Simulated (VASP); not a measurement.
# TaN (P-6m2) in VASP: a series of runs, part 2 of 2

VASP 6.6.1. The steps go on from the part before.

## (3) Single point, LDA

The input, INCAR:

```
PREC = Accurate ; ENCUT = 520
EDIFF = 1E-6 ; ISMEAR = 0
SIGMA = 0.15 ; LREAL = F
LASPH = T ; NELM = 80
ALGO = Normal ; ISIF = 2
LWAVE = F ; LCHARG = F
GGA = CA ; NBANDS = 15
```

The input, KPOINTS:

```
Automatic mesh
0
Gamma
  5 5 5
```

The input, POSCAR:

```
TaN
1.0
    2.9380000000      0.0000000000      0.0000000000
   -1.4690000000      2.5443826400      0.0000000000
    0.0000000000      0.0000000000      2.8830000000
Ta N
1 1
Direct
    0.3333333333      0.6666666667      0.5000000000
    0.0000000000      0.0000000000      0.0000000000
```

Potentials or basis: VASP PAW LDA potentials, release 64 (Ta_pv, N).

Started as:

```sh
$ cat potpaw_LDA.64/Ta_pv/POTCAR potpaw_LDA.64/N/POTCAR > POTCAR
$ mpirun -np 1 vasp_std > vasp.out
```

Wall time 4.6 s (1 thread of Intel Xeon Platinum 8259CL at 2.50GHz (Skylake/Cascade Lake), shared host); peak memory 0.13 GiB.

Results (log left out):

```yaml
Free_energy: -24.7141 eV
Pressure: -9.9 GPa
Band_gap_on_the_k_mesh: zero (filled and empty bands touch)
```

Stress tensor (GPa, compression positive):
```
 -9.21   0.00   0.00
  0.00  -9.21   0.00
  0.00   0.00 -11.30
```

Levels at points of the mesh, in eV from the Fermi level:
```tsv
k point	band 4	band 5	band 6	band 7	band 8	band 9	band 10	band 11	band 12	band 13
(0.00, 0.00, 0.00)	-17.50	-4.51	-4.51	-4.16	-2.83	2.41	3.62	3.62	3.97	3.97
```

Caveat: the k points lie up to 0.49 Å⁻¹ apart; spin-orbit coupling is left out, which moves the levels of the heavy elements.

## (4) Single point, LDA

The input, INCAR:

```
SYSTEM = TaN
  ALGO = Normal
  EDIFF = 1E-6
  ENCUT = 520
  GGA = CA
  ISIF = 2
  ISMEAR = 0
  LASPH = .True.
  LCHARG = .False.
  LREAL = .False.
  LWAVE = .False.
  NBANDS = 15
  NELM = 100
  PREC = Accurate
  SIGMA = 0.15
```

The input, KPOINTS:

```
k-points
0
Gamma
  5 5 5
  0 0 0
```

POSCAR is that of step 3.

Potentials or basis: VASP PAW LDA potentials, release 64 (Ta_pv, N).

Started as:

```sh
$ cat potpaw_LDA.64/Ta_pv/POTCAR potpaw_LDA.64/N/POTCAR > POTCAR
$ mpirun -np 1 vasp_std > vasp.out
```

OUTCAR:

```text
SYSTEM = TaN
   EDIFF = 1E-6
   ENCUT = 520
   GGA = CA
   ISIF = 2
   ISMEAR = 0
   LASPH = .True.
   LREAL = .False.
   NELM = 100
   PREC = Accurate

 ion  position               nearest neighbor table
   1  0.333  0.667  0.500-   2 2.23   2 2.23   2 2.23   2 2.23   2 2.23   2 2.23
   2  0.000  0.000  0.000-   1 2.23   1 2.23   1 2.23   1 2.23   1 2.23   1 2.23

  LATTYP: Found a hexagonal cell.
 ALAT       =     2.9380000000
 C/A-ratio  =     0.9812797822

  Lattice vectors:
[... 446 lines left out ...]

------------------------ aborting loop because EDIFF is reached ----------------------------------------

  FORCE on cell =-STRESS in cart. coord.  units (eV):
  Direction    XX          YY          ZZ          XY          YZ          ZX
  --------------------------------------------------------------------------------------
  -------------------------------------------------------------------------------------
  Total       -1.2389290     -1.2389290     -1.5198832      0.0000000      0.0000000      0.0000000
  in kB      -92.1039225    -92.1039227   -112.9905003      0.0000000      0.0000000      0.0000000
  external PRESSURE =     -99.0661152 kB  Pullay stress =       0.0000000 kB

 VOLUME and BASIS-vectors are now :
 -----------------------------------------------------------------------------
  energy-cutoff  :      520.00
  volume of cell :       21.55
      direct lattice vectors                 reciprocal lattice vectors
     2.938000000  0.000000000  0.000000000     0.340367597  0.196511323  0.000000000
    -1.469000000  2.544382640  0.000000000     0.000000000  0.393022647  0.000000000
     0.000000000  0.000000000  2.883000000     0.000000000  0.000000000  0.346860909

 POSITION                                       TOTAL-FORCE (eV/Angst)
 -----------------------------------------------------------------------------------
     -0.00000      1.69626      1.44150        -0.000000     -0.000000      0.000000
      0.00000      0.00000      0.00000         0.000000      0.000000      0.000000
 -----------------------------------------------------------------------------------
    total drift:                                0.000000      0.000000     -0.000000

  FREE ENERGIE OF THE ION-ELECTRON SYSTEM (eV)
  ---------------------------------------------------
  free  energy   TOTEN  =       -24.7140852107 eV

  energy  without entropy=      -24.7113769336  energy(sigma->0) =      -24.71273107
```

Wall time 4.3 s (1 thread of Intel Xeon Platinum 8259CL at 2.50GHz (Skylake/Cascade Lake), shared host); peak memory 0.13 GiB.

Results:

* Free energy: -24.7141 eV
* Pressure: -9.9 GPa
* Band gap on the k mesh: zero (filled and empty bands touch)

Caveat: the k points lie up to 0.49 Å⁻¹ apart; spin-orbit coupling is left out, which moves the levels of the heavy elements.

## (5) Single point, LDA

The input, INCAR:

```
PREC = Accurate ; ENCUT = 600
EDIFF = 1E-6 ; ISMEAR = 0
SIGMA = 0.15 ; LREAL = F
LASPH = T ; NELM = 120
ALGO = Normal ; ISIF = 2
LWAVE = F ; LCHARG = F
GGA = CA ; NBANDS = 16
GGA_COMPAT = F
```

The input, KPOINTS:

```
Automatic mesh
0
Gamma
  5 5 5
```

POSCAR is that of step 4.

Potentials or basis: VASP PAW LDA potentials, release 64 (Ta_sv_GW, N).

Started as:

```sh
$ cat potpaw_LDA.64/Ta_sv_GW/POTCAR potpaw_LDA.64/N/POTCAR > POTCAR
$ mpirun -np 1 vasp_std > vasp.out
```

Wall time 6.6 s (1 thread of Intel Xeon Platinum 8259CL at 2.50GHz (Skylake/Cascade Lake), shared host); peak memory 0.13 GiB.

The run converged. Its results:

```yaml
Free_energy: -27.2217 eV
Pressure: -10.6 GPa
Band_gap_on_the_k_mesh: zero (filled and empty bands touch)
```

Stress tensor (GPa, compression positive):
```
 -9.87   0.00   0.00
  0.00  -9.87   0.00
  0.00   0.00 -12.02
```

Levels at points of the mesh, in eV from the Fermi level:
| k point | band 6 | band 7 | band 8 | band 9 | band 10 | band 11 | band 12 | band 13 |
| --- | --- | --- | --- | --- | --- | --- | --- | --- |
| (0.00, 0.00, 0.00) | -4.51 | -4.51 | -4.15 | -2.84 | 2.38 | 3.61 | 3.61 | 3.97 |

Caveat: the k points lie up to 0.49 Å⁻¹ apart; spin-orbit coupling is left out, which moves the levels of the heavy elements.

## (6) Single point, LDA

The input, INCAR:

```
SYSTEM = TaN
  ALGO = Normal
  EDIFF = 1E-6
  ENCUT = 600
  GGA = CA
  GGA_COMPAT = .False.
  ISIF = 2
  ISMEAR = 0
  LASPH = .True.
  LCHARG = .False.
  LREAL = .False.
  LWAVE = .False.
  NBANDS = 16
  NELM = 120
  PREC = Accurate
  SIGMA = 0.15
```

The input, KPOINTS:

```
k-points
0
Gamma
  5 5 5
  0 0 0
```

POSCAR is that of step 5.

Potentials or basis: VASP PAW LDA potentials, release 64 (Ta_sv_GW, N).

Started as:

```sh
$ cat potpaw_LDA.64/Ta_sv_GW/POTCAR potpaw_LDA.64/N/POTCAR > POTCAR
$ mpirun -np 1 vasp_std > vasp.out
```

Run time: 2.8 s. Hardware: 1 thread of Intel Xeon 6975P-C (Granite Rapids), shared host; peak memory 0.13 GiB.

The run converged. Its results:

```
Free energy            : -27.2217 eV
Pressure               : -10.6 GPa
Band gap on the k mesh : zero (filled and empty bands touch)
```

Stress tensor (GPa, compression positive):
```
 -9.87   0.00   0.00
  0.00  -9.87   0.00
  0.00   0.00 -12.02
```

Levels at points of the mesh, in eV from the Fermi level:
| k point | band 7 | band 8 | band 9 | band 10 | band 11 | band 12 |
| --- | --- | --- | --- | --- | --- | --- |
| (0.00, 0.00, 0.00) | -4.51 | -4.15 | -2.84 | 2.38 | 3.61 | 3.61 |

Caveat: the k points lie up to 0.49 Å⁻¹ apart; spin-orbit coupling is left out, which moves the levels of the heavy elements.

## (7) Single point, LDA

INCAR, as its differences from that of step 6:

```diff
@@ -4,3 +4,2 @@
   ENCUT = 600
-  GGA = CA
   GGA_COMPAT = .False.
```

KPOINTS is that of step 6.

POSCAR is that of step 6.

Started as:

```sh
$ cat potpaw_LDA.64/Ta_sv_GW/POTCAR potpaw_LDA.64/N/POTCAR > POTCAR
$ mpirun -np 1 vasp_std > vasp.out
```

Wall time 2.6 s (1 thread of Intel Xeon 6975P-C (Granite Rapids), shared host); peak memory 0.13 GiB.

It converged, with:

```
Free energy            : -27.2217 eV
Pressure               : -10.6 GPa
Band gap on the k mesh : zero (filled and empty bands touch)
```

Stress tensor (GPa, compression positive):
```
 -9.87   0.00   0.00
  0.00  -9.87   0.00
  0.00   0.00 -12.02
```

Levels at points of the mesh, in eV from the Fermi level:
```tsv
k point	band 6	band 7	band 8	band 9	band 10	band 11	band 12	band 13
(0.00, 0.00, 0.00)	-4.51	-4.51	-4.15	-2.84	2.38	3.61	3.61	3.97
```

Caveat: the k points lie up to 0.49 Å⁻¹ apart; spin-orbit coupling is left out, which moves the levels of the heavy elements.
